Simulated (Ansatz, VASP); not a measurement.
## Au: VASP beside Ansatz

File INCAR:

```
SYSTEM = Au
PREC = Accurate
ENCUT = 520
EDIFF = 1E-7
ISMEAR = 0
SIGMA = 0.1
LREAL = .FALSE.
LASPH = .TRUE.
NELM = 60
ALGO = Fast
ISIF = 2
LWAVE = .FALSE.
LCHARG = .FALSE.
GGA = PE
NBANDS = 12
```

KPOINTS

```
regular mesh
0
G
  18 18 18
  0 0 0
```

File POSCAR:

```
Au
1.0
    0.0000000000      2.0146169779      2.0146169779
    2.0146169779      0.0000000000      2.0146169779
    2.0146169779      2.0146169779      0.0000000000
Au
1
Direct
    0.0000000000      0.0000000000      0.0000000000
```

Input for Ansatz:

```yaml
crystal:
  lattice:
    - [0.0, 2.0146169779, 2.0146169779]
    - [2.0146169779, 0.0, 2.0146169779]
    - [2.0146169779, 2.0146169779, 0.0]
  atoms:
    - { symbol: Au, position: [0.0, 0.0, 0.0] }
basis:
  ecutwfc: 420
kpoints:
  mp_grid: { grid: [18, 18, 18] }
hamiltonian:
  xc: pbe
scf:
  occupations: { method: gaussian, width: 0.1 }
output:
  forces: true
  stress: true
  eigenvalues: true
```

Alike in both runs: task single point; functional PBE; k mesh 18 × 18 × 18; occupations gaussian, width 0.1 eV; no spin polarisation.

|  | VASP | Ansatz |
| --- | --- | --- |
| version | VASP 6.6.1 | Ansatz 0.2.0 |
| potentials or method | VASP PAW PBE potentials, release 64 (Au), cutoff 520 eV | scalar-relativistic, plane waves, PAW |
| valence electrons in the cell | 11 | 19 |

|  | VASP | Ansatz | Ansatz less VASP |
| --- | --- | --- | --- |
| gap on the k mesh at the Fermi level (eV) | none | none | - |
| pressure (GPa) | 17.2 | 17.5 | +0.34 |

A gap of «none» marks a metal or a gap that the smearing closes. With one functional, cell and mesh, what is left measures potentials, basis and numerics. VASP's potentials hold 11 valence electrons a cell and Ansatz's 19, so a difference there can come from the potentials and not from the codes.

Neither program's run includes spin-orbit coupling.
